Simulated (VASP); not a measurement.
Wanted: the native input for a VASP 6.6.1 run.

```yaml
Task: relaxation of shape and atoms at fixed volume
Functional: PBE
Potentials_or_basis: VASP PAW PBE potentials, release 64 (In_d, Ga_d, P)
Cutoff: 600 eV
k_mesh: 8 × 8 × 4
Occupations: gaussian, width 0.02 eV
Spin: no spin polarisation
Dipole_correction: no
Further_INCAR_settings: ALGO = Normal; EDIFF = 1e-06; IBRION = 2; EDIFFG = -0.01; NSW = 50; ISIF = 4
```

The structure of InGa3P4 lies in POSCAR:

```
InGa3P4
1.0
    3.8410679419      0.0000000000      0.0000000000
    0.0000000000      3.8410679419      0.0000000000
    0.0000000000      0.0000000000     10.9476690290
In Ga P
1 3 4
Direct
    0.5000000000      0.5000000000      0.0000000000
    0.0000000000      0.0000000000      0.7399200243
    0.0000000000      0.0000000000      0.2600799757
    0.5000000000      0.5000000000      0.5000000000
    0.5000000000      0.0000000000      0.8585987237
    0.0000000000      0.5000000000      0.1414012763
    0.5000000000      0.0000000000      0.3801065143
    0.0000000000      0.5000000000      0.6198934857
```

One way to write it, as run:

INCAR

```
ALGO     = Normal         # electronic algorithm
EDIFF    = 1E-6           # SCF threshold, eV
EDIFFG   = -0.01          # ionic threshold
ENCUT    = 600            # plane-wave cutoff, eV
GGA      = PE             # functional
IBRION   = 2              # ionic algorithm
ISIF     = 4              # what is computed and relaxed
ISMEAR   = 0              # smearing method
LASPH    = T              # aspherical terms in the spheres
LCHARG   = F              # write CHGCAR
LREAL    = F              # projectors in reciprocal space
LWAVE    = F              # write WAVECAR
NELM     = 80             # most SCF steps
NSW      = 50             # ionic steps
PREC     = Accurate       # precision mode
SIGMA    = 0.02           # smearing width, eV
```

KPOINTS

```
k-points
0
Gamma
  8 8 4
```

Potentials or basis: VASP PAW PBE potentials, release 64 (In_d, Ga_d, P).

Launch:

```console
$ cat potpaw_PBE.64/In_d/POTCAR potpaw_PBE.64/Ga_d/POTCAR potpaw_PBE.64/P/POTCAR > POTCAR
$ mpirun -np 1 vasp_std > vasp.out
```

It gave:

```
Energy gained by relaxing    : 0.0 meV/atom
Ionic steps                  : 2
Pressure after relaxing      : 8.3 GPa
Largest force after relaxing : 0.008 eV/Å
Band gap on the k mesh       : 1.43 eV (least direct gap 1.44 eV)
```

Caveat: spin-orbit coupling is left out, which moves the levels of the heavy elements.

Run time: 6.8 min on 1 thread of Oxide Virtual Turin-like Processor, on a shared host, peak memory 0.49 GiB.
